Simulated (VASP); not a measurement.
Input of a VASP 6.6.1 run:

Contents of INCAR:

```
SYSTEM = PbSe
  PREC = Accurate
  ENCUT = 520
  EDIFF = 1E-8
  ISMEAR = -1
  SIGMA = 0.02
  LREAL = .FALSE.
  LASPH = .TRUE.
  NELM = 100
  ALGO = Normal
  ISIF = 2
  LWAVE = .FALSE.
  LCHARG = .FALSE.
  GGA = PS
  LEFG = .TRUE.
  NBANDS = 17
```

Contents of KPOINTS:

```
regular mesh
0
G
  7 7 7
  0 0 0
```

The input POSCAR:

```
PbSe
1.0
    0.0000000000      3.0415980385      3.0415980385
    3.0415980385      0.0000000000      3.0415980385
    3.0415980385      3.0415980385      0.0000000000
Pb Se
1 1
Direct
    0.0000000000      0.0000000000      0.0000000000
    0.5000000000      0.5000000000      0.5000000000
```

Potentials or basis: VASP PAW PBE potentials, release 64 (Pb_d, Se).

Command:

```sh
$ cat potpaw_PBE.64/Pb_d/POTCAR potpaw_PBE.64/Se/POTCAR > POTCAR
$ mpirun -np 1 vasp_std > vasp.out
```

Question: Estimate the pressure.

Answer: 0.4 GPa.

Caveat: without QUAD_EFG the Cq values of the log hold for a quadrupole moment of 1 mb, not for the nuclei; the PAW data sets were made with another functional, which shifts forces and pressure a little.
